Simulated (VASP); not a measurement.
# W in VASP: single point with PBE

Aim: the single point of W with PBE.

Everything below comes from runs of VASP 6.6.1. Logs are shortened: lines on timing, memory, paths and dates and some standing lists are left out, and cuts for length are marked.

### Step 1. The cell of the first run

The cell holds a slab with vacuum, 4 atoms: a = 3.289 Å, b = 3.289 Å, c = 25.899 Å, α = 90.00°, β = 90.00°, γ = 90.00°.

### Step 2. Single point, PBE

Input file INCAR:

```
  PREC = Accurate
  ENCUT = 400
  EDIFF = 1E-6
  ISMEAR = 1
  SIGMA = 0.1
  LREAL = False
  LASPH = True
  NELM = 120
  ALGO = Normal
  ISIF = 2
  LWAVE = False
  LCHARG = True
  LDIPOL = True
  IDIPOL = 3
  DIPOL = 0.5 0.5 0.662
  GGA = PE
  LELF = True
  LVHAR = True
  LVACPOTAV = True
  NBANDS = 36
  GGA_COMPAT = False
  NELMDL = -8
```

Input file KPOINTS:

```
regular mesh
0
Gamma
  10 10 1
```

Input file POSCAR:

```
W
1.0
    3.2891603046      0.0000000000      0.0000000000
    0.0000000000      3.2891603046      0.0000000000
    0.0000000000      0.0000000000     25.8987747953
W
4
Direct
    0.0000000000      0.0000000000      0.5818336318
    0.5000000000      0.5000000000      0.6283901473
    1.0000000000      0.0000000000      0.6952946768
    0.5000000000      0.5000000000      0.7418534436
```

Potentials or basis: VASP PAW PBE potentials, release 64 (W_sv).

On the command line:

```console
$ cat potpaw_PBE.64/W_sv/POTCAR > POTCAR
$ mpirun -np 1 vasp_std > vasp.out
```

OUTCAR:

```text
PREC = Accurate
   ENCUT = 400
   EDIFF = 1E-6
   ISMEAR = 1
   LREAL = False
   LASPH = True
   NELM = 120
   ISIF = 2
   GGA = PE
   NELMDL = -8

 ion  position               nearest neighbor table
   1  0.000  0.000  0.582-   2 2.62   2 2.62   2 2.62   2 2.62   3 2.94
   2  0.500  0.500  0.628-   1 2.62   1 2.62   1 2.62   1 2.62   3 2.90   3 2.90   3 2.90   3 2.90
                             4 2.94
   3  0.000  0.000  0.695-   4 2.62   4 2.62   4 2.62   4 2.62   2 2.90   2 2.90   2 2.90   2 2.90
                             1 2.94
   4  0.500  0.500  0.742-   3 2.62   3 2.62   3 2.62   3 2.62   2 2.94

  LATTYP: Found a simple tetragonal cell.
 ALAT       =     3.2891603046
 C/A-ratio  =     7.8739776712

  Lattice vectors:

 A1 = (   3.2891603046,   0.0000000000,   0.0000000000)
 A2 = (   0.0000000000,   3.2891603046,   0.0000000000)
 A3 = (   0.0000000000,   0.0000000000,  25.8987747953)

Analysis of symmetry for initial positions (statically):
=====================================================================
 Subroutine PRICEL returns:
 Original cell was already a primitive cell.

 Routine SETGRP: Setting up the symmetry group for a
 simple tetragonal supercell.

 Subroutine GETGRP returns: Found 16 space group operations
 (whereof  8 operations were pure point group operations)
 out of a pool of 16 trial point group operations.

The static configuration has the point symmetry C_4v.
 The point group associated with its full space group is D_4h.

Analysis of symmetry for dynamics (positions and initial velocities):
=====================================================================
 Subroutine PRICEL returns:
 Original cell was already a primitive cell.

 Routine SETGRP: Setting up the symmetry group for a
 simple tetragonal supercell.

 Subroutine GETGRP returns: Found 16 space group operations
 (whereof  8 operations were pure point group operations)
 out of a pool of 16 trial point group operations.

The dynamic configuration has the point symmetry C_4v.
 The point group associated with its full space group is D_4h.

 Subroutine INISYM returns: Found 16 space group operations
 (whereof  8 operations are pure point group operations),
 and found     1 'primitive' translations

----------------------------------------------------------------------------------------

                                     Primitive cell

  volume of cell :     280.1879

  direct lattice vectors                    reciprocal lattice vectors
     3.289160305  0.000000000  0.000000000     0.304028964  0.000000000  0.000000000
     0.000000000  3.289160305  0.000000000     0.000000000  0.304028964  0.000000000
     0.000000000  0.000000000 25.898774795     0.000000000  0.000000000  0.038611865

  length of vectors
     3.289160305  3.289160305 25.898774795     0.304028964  0.304028964  0.038611865

  position of ions in fractional coordinates (direct lattice)
     0.000000000  0.000000000  0.581833632
     0.500000000  0.500000000  0.628390147
     0.000000000  0.000000000  0.695294677
     0.500000000  0.500000000  0.741853444

  ion indices of the primitive-cell ions
   primitive index   ion index
                 1           1
                 2           2
                 3           3
                 4           4

----------------------------------------------------------------------------------------

 KPOINTS: regular mesh

Automatic generation of k-mesh.
 Grid dimensions read from file:
 generate k-points for:   10   10    1

 Generating k-lattice:

  Cartesian coordinates                     Fractional coordinates (reciprocal lattice)
     0.030402896  0.000000000  0.000000000     0.100000000  0.000000000  0.000000000
     0.000000000  0.030402896  0.000000000     0.000000000  0.100000000  0.000000000
     0.000000000  0.000000000  0.038611865     0.000000000  0.000000000  1.000000000

  Length of vectors
     0.030402896  0.030402896  0.038611865

  Shift w.r.t. Gamma in fractional coordinates (k-lattice)
     0.000000000  0.000000000  0.000000000

 Subroutine IBZKPT returns following result:
 ===========================================

 Found     21 irreducible k-points:

 Following reciprocal coordinates:
            Coordinates               Weight
  0.000000  0.000000  0.000000      1.000000
  0.100000  0.000000  0.000000      4.000000
  0.200000  0.000000  0.000000      4.000000
  0.300000  0.000000  0.000000      4.000000
  0.400000  0.000000  0.000000      4.000000
  0.500000  0.000000  0.000000      2.000000
[... 13 lines left out ...]
  0.500000  0.400000  0.000000      4.000000
  0.500000  0.500000  0.000000      1.000000
   k-points           NKPTS =     21   k-points in BZ     NKDIM =     21   number of bands    NBANDS=     36
   number of dos      NEDOS =    301   number of ions     NIONS =      4
   total plane-waves  NPLWV = 103680
   dimension x,y,z NGX =    24 NGY =   24 NGZ =  180
   dimension x,y,z NGXF=    48 NGYF=   48 NGZF=  360
   ions per type =               4
   NGX,Y,Z   is equivalent  to a cutoff of  12.13, 12.13, 11.55 a.u.
   NGXF,Y,Z  is equivalent  to a cutoff of  24.26, 24.26, 23.11 a.u.
 SYSTEM =  unknown system
   PREC   = accura    normal or accurate (medium, high low for compatibility)
   ISTART =      0    job   : 0-new  1-cont  2-samecut
   ICHARG =      2    charge: 1-file 2-atom 10-const
   ISPIN  =      1    spin polarized calculation?
   LNONCOLLINEAR =      F non collinear calculations
   LSORBIT =      F    spin-orbit coupling
   LASPH  =      T    aspherical Exc in radial PAW
   ENCUT  =  400.0 eV  29.40 Ry    5.42 a.u.   5.36  5.36 42.23*2*pi/ulx,y,z
   NELM   =    120;   NELMIN=  2; NELMDL= -8     # of ELM steps
   EDIFF  = 0.1E-05   stopping-criterion for ELM
   LREAL  =      F    real-space projection
   EDIFFG = 0.1E-04   stopping-criterion for IOM
   NSW    =      0    number of steps for IOM
   IBRION =     -1    ionic relax: 0-MD 1-quasi-New 2-CG
   NFREE  =      0    steps in history (QN), initial steepest desc. (CG)
   ISIF   =      2    stress and relaxation
   ISYM   =      2    0-nonsym 1-usesym 2-fastsym
   POTIM  = 0.5000    time-step for ionic-motion
   TEBEG  =    0.0;   TEEND  =   0.0 temperature during run
   PSTRESS=    0.0 pullay stress
   NELECT =      56.0000    total number of electrons
   NUPDOWN=      -1.0000    fix difference up-down
   EMIN   =  10.00;   EMAX   =-10.00  energy-range for DOS
   EFERMI =   0.00;   METHOD = LEGACY
   ISMEAR =     1;   SIGMA  =   0.10  broadening in eV -4-tet -1-fermi 0-gaus
   EFERMI_NEDOS =   21; number of points for ismear=-14 and -15
   IALGO  =     38    algorithm
   IMIX   =      4    mixing-type and parameters
     AMIX     =   0.40;   BMIX     =  1.00
     AMIX_MAG =   1.60;   BMIX_MAG =  1.00
  volume/ion in A,a.u.               =      70.05       472.70
  Fermi-wavevector in a.u.,A,eV,Ry     =   0.957167  1.808783 12.465233  0.916169
  Thomas-Fermi vector in A             =   2.086161
   LORBIT       =      0    0 simple, 1 ext, 2 COOP (PROOUT), +10 PAW based schemes
   GGA     = PE    functional components
   LHFCALC =     F    Hartree Fock is set to
   AEXX    =    0.0000 exact exchange contribution
   IVDW    =     0    specifies the selected vdW correction
   LEPSILON=     F    determine dielectric tensor
   LRPA    =     F    only Hartree local field effects (RPA)
 non-spin polarized calculation
 Methfessel and Paxton  Order N= 1 SIGMA  =   0.10
  energy-cutoff  :      400.00
  volume of cell :      280.19
 maximum number of plane-waves:      5151
 NGX is ok and might be reduce to    24
   NGX = 11   NGY = 11   NGZ = 85

 dipolmoment           0.000000      0.000000      0.000057 electrons x Angstroem

 number of electron      56.0000018 magnetization

 dipolmoment           0.000000      0.000000     -0.000565 electrons x Angstroem

 Free energy of the ion-electron system (eV)
  ---------------------------------------------------
  ext. energy  EPLUGINS =         0.00000000
  ---------------------------------------------------
  free energy    TOTEN  =       -46.61743257 eV

  energy without entropy =      -46.61117048  energy(sigma->0) =      -46.61534521

 E-fermi :  -0.5459     XC(G=0):  -3.9918

 val. band max:       -0.5545388345   @ k =   0.4000   0.3000   0.0000
 cond. band min:      -0.5222231574   @ k =   0.3000   0.1000   0.0000
 fundamental gap:      0.0323156772
 Fermi energy:        -0.5458930693

 k-point     1 :       0.0000    0.0000    0.0000
  band No.  band energies     occupation
      1     -74.5589      2.00000
      2     -74.5068      2.00000
      3     -74.3101      2.00000
      4     -74.3037      2.00000
      5     -39.0802      2.00000
      6     -39.0802      2.00000
[... 28 lines left out ...]
     35       2.0198      0.00000
     36       2.2296      0.00000

 k-point     2 :       0.1000    0.0000    0.0000
  band No.  band energies     occupation
      1     -74.5533      2.00000
      2     -74.5028      2.00000
      3     -74.3136      2.00000
      4     -74.3081      2.00000
      5     -39.1107      2.00000
      6     -39.0572      2.00000
[... 28 lines left out ...]
     35       1.9134      0.00000
     36       1.9765      0.00000

 k-point     3 :       0.2000    0.0000    0.0000
  band No.  band energies     occupation
      1     -74.5372      2.00000
      2     -74.4916      2.00000
      3     -74.3242      2.00000
      4     -74.3202      2.00000
      5     -39.1692      2.00000
      6     -39.1301      2.00000
[... 28 lines left out ...]
     35       2.0052      0.00000
     36       2.0511      0.00000
[... 625 lines left out ...]
 k-point    20 :       0.5000    0.4000    0.0000
  band No.  band energies     occupation
      1     -74.4623      2.00000
      2     -74.4611      2.00000
      3     -74.3617      2.00000
      4     -74.3569      2.00000
      5     -39.3570      2.00000
      6     -39.3568      2.00000
[... 28 lines left out ...]
     35       2.3392      0.00000
     36       2.3392      0.00000

 k-point    21 :       0.5000    0.5000    0.0000
  band No.  band energies     occupation
      1     -74.4618      2.00000
      2     -74.4606      2.00000
      3     -74.3612      2.00000
      4     -74.3564      2.00000
      5     -39.3844      2.00000
      6     -39.3844      2.00000
[... 28 lines left out ...]
     35       2.1572      0.00000
     36       2.1579      0.00000

------------------------ aborting loop because EDIFF is reached ----------------------------------------

  FORCE on cell =-STRESS in cart. coord.  units (eV):
  Direction    XX          YY          ZZ          XY          YZ          ZX
  --------------------------------------------------------------------------------------
  -------------------------------------------------------------------------------------
  Total       -2.9970986     -2.9970986      0.1639194      0.0000000      0.0000000      0.0000000
  in kB      -17.1380859    -17.1380859      0.9373283      0.0000000      0.0000000      0.0000000
  external PRESSURE =     -11.1129478 kB  Pullay stress =       0.0000000 kB

 VOLUME and BASIS-vectors are now :
 -----------------------------------------------------------------------------
  energy-cutoff  :      400.00
  volume of cell :      280.19
      direct lattice vectors                 reciprocal lattice vectors
     3.289160305  0.000000000  0.000000000     0.304028964  0.000000000  0.000000000
     0.000000000  3.289160305  0.000000000     0.000000000  0.304028964  0.000000000
     0.000000000  0.000000000 25.898774795     0.000000000  0.000000000  0.038611865

 POSITION                                       TOTAL-FORCE (eV/Angst)
 -----------------------------------------------------------------------------------
      0.00000      0.00000     15.06878        -0.000000     -0.000000     -0.060377
      1.64458      1.64458     16.27453        -0.000000      0.000000      0.020394
      0.00000      0.00000     18.00728        -0.000000     -0.000000     -0.020394
      1.64458      1.64458     19.21310         0.000000      0.000000      0.060377
 -----------------------------------------------------------------------------------
    total drift:                                0.000000      0.000000     -0.140464

  FREE ENERGIE OF THE ION-ELECTRON SYSTEM (eV)
  ---------------------------------------------------
  free  energy   TOTEN  =       -46.6174325706 eV

  energy  without entropy=      -46.6111704813  energy(sigma->0) =      -46.61534521

 vacuum level on the upper side and lower side of the slab         3.554         3.563
```

Run time: 4.3 min. Hardware: 1 thread of Intel Xeon 8259CL, shared host; peak memory 0.35 GiB.

What came out:

* Free energy: -46.6174 eV
* Largest force: 0.060 eV/Å
* Band gap on the k mesh: zero (bands 28 and 29 overlap by 1.08 eV)

Forces in eV/Å, atoms in the order of the input:
```
W    0.000  0.000 -0.060
W    0.000  0.000  0.020
W    0.000  0.000 -0.020
W    0.000  0.000  0.060
```

Levels at points of the mesh, in eV from the Fermi level:
```
           k point  band 26  band 27  band 28  band 29  band 30  band 31
(0.00, 0.00, 0.00)    -0.76    -0.31    -0.26    -0.26    -0.11     0.45
(0.50, 0.00, 0.00)    -1.35    -0.49    -0.49     1.63     1.63     1.93
(0.50, 0.50, 0.00)    -1.31     0.82     0.82     0.98     0.99     2.09
```

Caveat: spin-orbit coupling is left out, which moves the levels of the heavy elements.

The gap in the log of VASP goes by the Fermi energy; the results here count the filled bands.